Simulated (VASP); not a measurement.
Pt:

```
Pt
1.0
     2.62446    0.00000    0.00000
    -1.31223    2.27285    0.00000
     0.00000    0.00000    4.53176
Pt
2
Direct
  0.66667 0.33333 0.75000
  0.33333 0.66667 0.25000
```

This isn't the form of Pt at room conditions, which is fcc.

Base run:

* Program: VASP 6.6.1
* Functional: LDA
* Potentials or basis: VASP PAW LDA potentials, release 64 (Pt_sv_GW)
* Cutoff: 570 eV
* k mesh: 21 × 21 × 10
* Occupations: gaussian, width 0.15 eV
* Spin: collinear spin
* Starting moments: [0.15, 0.15] μB
* Fixed moment: 0.3 μB

Its results: pressure 36.6 GPa; site moments Pt +0.16 μB.

Problem. The run is repeated on the same cell with these changes: fixed moment from 0.3 μB to 0.6 μB; moments at the start from [0.15, 0.15] to [0.3, 0.3]. What comes out?

Solution. Pressure 37.0 GPa; site moments Pt +0.32 μB.

Caveats: the total moment is fixed, so each spin has its own Fermi level and the state may be an excited one; the stress differs along the axes, from 32 to 39 GPa (at least some runs); the stress differs along the axes, from 32 to 40 GPa (at least some runs).
